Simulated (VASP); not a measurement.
# KI (Fm-3m) in VASP: single point with PBE

Aim: the single point of KI with PBE.

All numbers are computed with VASP 6.6.1; they aren't measurements. Logs are shortened: lines on timing, memory, paths and dates and some standing lists are left out, and cuts for length are marked.

### Step 1. The cell of the first run

It takes space group Fm-3m (No. 225, cubic). The conventional cell has a = 7.085 Å, b = 7.085 Å, c = 7.085 Å, α = 90.00°, β = 90.00°, γ = 90.00°. Within 4.7 Å of K (site symmetry m-3m) lie 6 I at 3.54 Å. I (site symmetry m-3m) has 6 K at 3.54 Å within 4.7 Å.

### Step 2. Single point, PBE

Contents of INCAR:

```
ALGO     = Normal         # electronic algorithm
EDIFF    = 1E-6           # SCF threshold, eV
ENCUT    = 500            # plane-wave cutoff, eV
GGA      = PE             # functional
GGA_COMPAT= F            
ISIF     = 2              # what is computed and relaxed
ISMEAR   = 0              # smearing method
LASPH    = T              # aspherical terms in the spheres
LCHARG   = F              # write CHGCAR
LREAL    = F              # projectors in reciprocal space
LWAVE    = F              # write WAVECAR
NBANDS   = 15             # bands
NELM     = 120            # most SCF steps
PREC     = Accurate       # precision mode
SIGMA    = 0.1            # smearing width, eV
```

Contents of KPOINTS:

```
k-points
0
Gamma
  4 4 4
```

Contents of POSCAR:

```
KI
1.0
    0.0000000000      3.5424360000      3.5424360000
    3.5424360000      0.0000000000      3.5424360000
    3.5424360000      3.5424360000      0.0000000000
K I
1 1
Direct
    0.0000000000      0.0000000000      0.0000000000
    0.5000000000      0.5000000000      0.5000000000
```

Potentials or basis: VASP PAW PBE potentials, release 64 (K_sv, I).

Command:

```sh
cat potpaw_PBE.64/K_sv/POTCAR potpaw_PBE.64/I/POTCAR > POTCAR
mpirun -np 1 vasp_std > vasp.out
```

OUTCAR:

```text
EDIFF = 1E-6
   ENCUT = 500
   GGA = PE
   ISIF = 2
   ISMEAR = 0
   LASPH = T
   LREAL = F
   NELM = 120
   PREC = Accurate

 ion  position               nearest neighbor table
   1  0.000  0.000  0.000-   2 3.54   2 3.54   2 3.54   2 3.54   2 3.54   2 3.54
   2  0.500  0.500  0.500-   1 3.54   1 3.54   1 3.54   1 3.54   1 3.54   1 3.54

  LATTYP: Found a face centered cubic cell.
 ALAT       =     7.0848720000

  Lattice vectors:

 A1 = (   0.0000000000,   3.5424360000,   3.5424360000)
 A2 = (   3.5424360000,   0.0000000000,   3.5424360000)
 A3 = (   3.5424360000,   3.5424360000,   0.0000000000)

Analysis of symmetry for initial positions (statically):
=====================================================================
 Subroutine PRICEL returns:
 Original cell was already a primitive cell.

 Routine SETGRP: Setting up the symmetry group for a
 face centered cubic supercell.

 Subroutine GETGRP returns: Found 48 space group operations
 (whereof 48 operations were pure point group operations)
 out of a pool of 48 trial point group operations.

The static configuration has the point symmetry O_h .

Analysis of symmetry for dynamics (positions and initial velocities):
=====================================================================
 Subroutine PRICEL returns:
 Original cell was already a primitive cell.

 Routine SETGRP: Setting up the symmetry group for a
 face centered cubic supercell.

 Subroutine GETGRP returns: Found 48 space group operations
 (whereof 48 operations were pure point group operations)
 out of a pool of 48 trial point group operations.

The dynamic configuration has the point symmetry O_h .

 Subroutine INISYM returns: Found 48 space group operations
 (whereof 48 operations are pure point group operations),
 and found     1 'primitive' translations

----------------------------------------------------------------------------------------

                                     Primitive cell

  volume of cell :      88.9070

  direct lattice vectors                    reciprocal lattice vectors
     0.000000000  3.542436000  3.542436000    -0.141145810  0.141145810  0.141145810
     3.542436000  0.000000000  3.542436000     0.141145810 -0.141145810  0.141145810
     3.542436000  3.542436000  0.000000000     0.141145810  0.141145810 -0.141145810

  length of vectors
     5.009761035  5.009761035  5.009761035     0.244471715  0.244471715  0.244471715

  position of ions in fractional coordinates (direct lattice)
     0.000000000  0.000000000  0.000000000
[... 71 lines left out ...]
   PSTRESS=    0.0 pullay stress
   NELECT =      16.0000    total number of electrons
   NUPDOWN=      -1.0000    fix difference up-down
   EMIN   =  10.00;   EMAX   =-10.00  energy-range for DOS
   EFERMI =   0.00;   METHOD = LEGACY
   ISMEAR =     0;   SIGMA  =   0.10  broadening in eV -4-tet -1-fermi 0-gaus
   EFERMI_NEDOS =   21; number of points for ismear=-14 and -15
   IALGO  =     38    algorithm
   IMIX   =      4    mixing-type and parameters
     AMIX     =   0.40;   BMIX     =  1.00
     AMIX_MAG =   1.60;   BMIX_MAG =  1.00
  volume/ion in A,a.u.               =      44.45       299.99
  Fermi-wavevector in a.u.,A,eV,Ry     =   0.924278  1.746633 11.623329  0.854291
  Thomas-Fermi vector in A             =   2.050007
   LORBIT       =      0    0 simple, 1 ext, 2 COOP (PROOUT), +10 PAW based schemes
   GGA     = PE    functional components
   LHFCALC =     F    Hartree Fock is set to
   AEXX    =    0.0000 exact exchange contribution
   IVDW    =     0    specifies the selected vdW correction
   LEPSILON=     F    determine dielectric tensor
   LRPA    =     F    only Hartree local field effects (RPA)
 non-spin polarized calculation
 Gauss-broadening in eV      SIGMA  =   0.10
  energy-cutoff  :      500.00
  volume of cell :       88.91
 maximum number of plane-waves:      2276
 NGX is ok and might be reduce to    40
   NGX = 19   NGY = 19   NGZ = 19

 number of electron      15.9999999 magnetization

 Free energy of the ion-electron system (eV)
  ---------------------------------------------------
  ext. energy  EPLUGINS =         0.00000000
  ---------------------------------------------------
  free energy    TOTEN  =        -5.55805728 eV

  energy without entropy =       -5.55805728  energy(sigma->0) =       -5.55805728

 E-fermi :   0.0892     XC(G=0):  -7.1454

 val. band max:       -0.4571444284   @ k =   0.0000   0.0000   0.0000
 cond. band min:       3.4861964604   @ k =   0.0000   0.0000   0.0000
 fundamental gap:      3.9433408888
 Fermi energy:         0.0892386579

 k-point     1 :       0.0000    0.0000    0.0000
  band No.  band energies     occupation
      1     -28.9751      2.00000
      2     -12.4614      2.00000
      3     -12.4614      2.00000
      4     -12.4614      2.00000
      5     -10.9468      2.00000
      6      -0.4571      2.00000
      7      -0.4571      2.00000
      8      -0.4571      2.00000
      9       3.4862      0.00000
     10       6.0424      0.00000
     11       6.0424      0.00000
     12       6.0424      0.00000
     13       6.7538      0.00000
     14       6.7538      0.00000
[... 113 lines left out ...]
      2     -12.5092      2.00000
      3     -12.4920      2.00000
      4     -12.4920      2.00000
      5     -10.7512      2.00000
      6      -1.1747      2.00000
      7      -1.1747      2.00000
      8      -1.0466      2.00000
      9       6.0029      0.00000
     10       6.0029      0.00000
     11       6.1554      0.00000
     12       7.7022      0.00000
     13       8.3447      0.00000
     14       9.1685      0.00000
     15       9.5268      0.00000

------------------------ aborting loop because EDIFF is reached ----------------------------------------

  FORCE on cell =-STRESS in cart. coord.  units (eV):
  Direction    XX          YY          ZZ          XY          YZ          ZX
  --------------------------------------------------------------------------------------
  -------------------------------------------------------------------------------------
  Total        0.2896678      0.2896678      0.2896678     -0.0000000     -0.0000000     -0.0000000
  in kB        5.2200519      5.2200519      5.2200519     -0.0000000     -0.0000000     -0.0000000
  external PRESSURE =       5.2200519 kB  Pullay stress =       0.0000000 kB

 VOLUME and BASIS-vectors are now :
 -----------------------------------------------------------------------------
  energy-cutoff  :      500.00
  volume of cell :       88.91
      direct lattice vectors                 reciprocal lattice vectors
     0.000000000  3.542436000  3.542436000    -0.141145810  0.141145810  0.141145810
     3.542436000  0.000000000  3.542436000     0.141145810 -0.141145810  0.141145810
     3.542436000  3.542436000  0.000000000     0.141145810  0.141145810 -0.141145810

 POSITION                                       TOTAL-FORCE (eV/Angst)
 -----------------------------------------------------------------------------------
      0.00000      0.00000      0.00000        -0.000000      0.000000     -0.000000
      3.54244      3.54244      3.54244         0.000000     -0.000000      0.000000
 -----------------------------------------------------------------------------------
    total drift:                                0.000000     -0.000000     -0.000000

  FREE ENERGIE OF THE ION-ELECTRON SYSTEM (eV)
  ---------------------------------------------------
  free  energy   TOTEN  =        -5.5580572776 eV

  energy  without entropy=       -5.5580572776  energy(sigma->0) =       -5.55805728
```

OSZICAR:

```text
N       E                     dE             d eps       ncg     rms          rms(c)
DAV:   1     0.905221120258E+02    0.90522E+02   -0.63055E+03   240   0.874E+02
DAV:   2     0.332160991557E+00   -0.90190E+02   -0.83039E+02   303   0.205E+02
DAV:   3    -0.549436303939E+01   -0.58265E+01   -0.57983E+01   348   0.463E+01
DAV:   4    -0.563915070604E+01   -0.14479E+00   -0.14475E+00   382   0.680E+00
DAV:   5    -0.564050399043E+01   -0.13533E-02   -0.13533E-02   347   0.614E-01    0.301E+00
DAV:   6    -0.555617464300E+01    0.84329E-01   -0.94944E-02   282   0.176E+00    0.214E+00
DAV:   7    -0.555216292054E+01    0.40117E-02   -0.11852E-01   317   0.170E+00    0.787E-01
DAV:   8    -0.555748988811E+01   -0.53270E-02   -0.13105E-02   282   0.723E-01    0.123E-01
DAV:   9    -0.555789283715E+01   -0.40295E-03   -0.96001E-04   317   0.176E-01    0.742E-02
DAV:  10    -0.555801721817E+01   -0.12438E-03   -0.13225E-04   293   0.646E-02    0.205E-02
DAV:  11    -0.555805748361E+01   -0.40265E-04   -0.57219E-05   268   0.434E-02    0.187E-02
DAV:  12    -0.555805727760E+01    0.20601E-06   -0.29238E-06   316   0.131E-02
   1 F= -.55580573E+01 E0= -.55580573E+01  d E =-.286533E-15
```

stdout:

```text
POSCAR found type information on POSCAR K I
 POSCAR found :  2 types and       2 ions
 scaLAPACK will be used
 LDA part: xc-table for (Slater+PW92), standard interpolation
 POSCAR, INCAR and KPOINTS ok, starting setup
 FFT: planning ... GRIDC
 FFT: planning ... GRID_SOFT
 FFT: planning ... GRID
 WAVECAR not read
 entering main loop
```

Run time: 8.5 s. Hardware: 1 thread of AMD EPYC 9R45 (Zen 5), shared host; peak memory 0.2 GiB.

Results:

* Free energy: -5.5581 eV
* Pressure: 0.5 GPa
* Band gap on the k mesh: 3.94 eV

Levels at points of the mesh, in eV from the valence-band top:
```
           k point  band 5  band 6  band 7  band 8  band 9  band 10  band 11  band 12
(0.00, 0.00, 0.00)  -10.49    0.00    0.00    0.00    3.94     6.50     6.50     6.50
(0.50, 0.00, 0.00)  -10.22   -1.30   -0.33   -0.33    5.51     7.69     8.13     8.13
(0.50, 0.50, 0.00)  -10.35   -0.98   -0.36   -0.36    4.95     5.75     8.09     8.69
```

Caveat: spin-orbit coupling is left out, which moves the levels of the heavy elements.
